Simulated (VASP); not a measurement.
Input of a VASP 6.6.1 run:

The input INCAR:

```
SYSTEM = AlPt
  PREC = Accurate
  ENCUT = 520
  EDIFF = 1E-7
  ISMEAR = 0
  SIGMA = 0.05
  LREAL = .False.
  LASPH = .True.
  NELM = 60
  ALGO = Normal
  ISIF = 2
  LWAVE = .False.
  LCHARG = .False.
  GGA = CA
  NBANDS = 36
```

Contents of KPOINTS:

```
regular mesh
0
Gamma
  5 5 5
  0 0 0
```

The input POSCAR:

```
AlPt
1.0
    4.8789300000      0.0000000000      0.0000000000
    0.0000000000      4.8789300000      0.0000000000
    0.0000000000      0.0000000000      4.8789300000
Al Pt
4 4
Direct
    0.8440300000      0.8440300000      0.8440300000
    0.6559700000      0.1559700000      0.3440300000
    0.3440300000      0.6559700000      0.1559700000
    0.1559700000      0.3440300000      0.6559700000
    0.1550600000      0.1550600000      0.1550600000
    0.3449400000      0.8449400000      0.6550600000
    0.6550600000      0.3449400000      0.8449400000
    0.8449400000      0.6550600000      0.3449400000
```

Potentials or basis: VASP PAW LDA potentials, release 64 (Al, Pt).

The run is started by

```console
$ cat potpaw_LDA.64/Al/POTCAR potpaw_LDA.64/Pt/POTCAR > POTCAR
$ mpirun -np 1 vasp_std > vasp.out
```

Predict the largest force.

0.039 eV/Å.

Estimate the pressure.

-5.0 GPa.

Predict the band gap on the k mesh.

zero (band 26 reaches 10.42 eV, above the bottom of band 27 at 10.09 eV).

Forces on the atoms (eV/Å):
```
Al  -0.010 -0.010 -0.010
Al   0.010  0.010 -0.010
Al  -0.010  0.010  0.010
Al   0.010 -0.010  0.010
Pt  -0.022 -0.022 -0.022
Pt   0.022  0.022 -0.022
Pt  -0.022  0.022  0.022
Pt   0.022 -0.022  0.022
```

Caveat: spin-orbit coupling is left out, which moves the levels of the heavy elements.
